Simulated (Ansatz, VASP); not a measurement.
Two plane-wave programs on SiO2

```
Si O
1.0
     5.20530    0.00000    0.00000
    -2.60265    4.50792    0.00000
     0.00000    0.00000    5.69406
Si O
3 6
Direct
  0.50000 0.50000 0.33333
  0.00000 0.50000 0.66667
  0.50000 0.00000 0.00000
  0.20801 0.79199 0.83333
  0.41601 0.20801 0.16667
  0.20801 0.41601 0.50000
  0.79199 0.20801 0.83333
  0.58399 0.79199 0.16667
  0.79199 0.58399 0.50000
```

Alike in both runs: task single point; functional PBE; k mesh 6 × 6 × 4; no spin polarisation.

|  | VASP | Ansatz |
| --- | --- | --- |
| version | VASP 6.6.1 | Ansatz 0.2.0 |
| potentials or method | VASP PAW PBE potentials, release 64 (Si, O) | plane waves, PAW |
| plane-wave cutoff (eV) | 520 | 420 |
| occupations | gaussian, width 0.01 eV | fixed |
| valence electrons in the cell | 48 | 48 |

|  | VASP | Ansatz | Ansatz less VASP |
| --- | --- | --- | --- |
| gap on the k mesh at the Fermi level (eV) | 5.11 | 5.12 | +0.005 |
| pressure (GPa) | -8.9 | -8.9 | -0.02 |
| rms of the force components (eV/Å) | 0.187 | 0.181 | -0.0058 |

Atom by atom the forces differ by 0.006 eV/Å (rms over components).
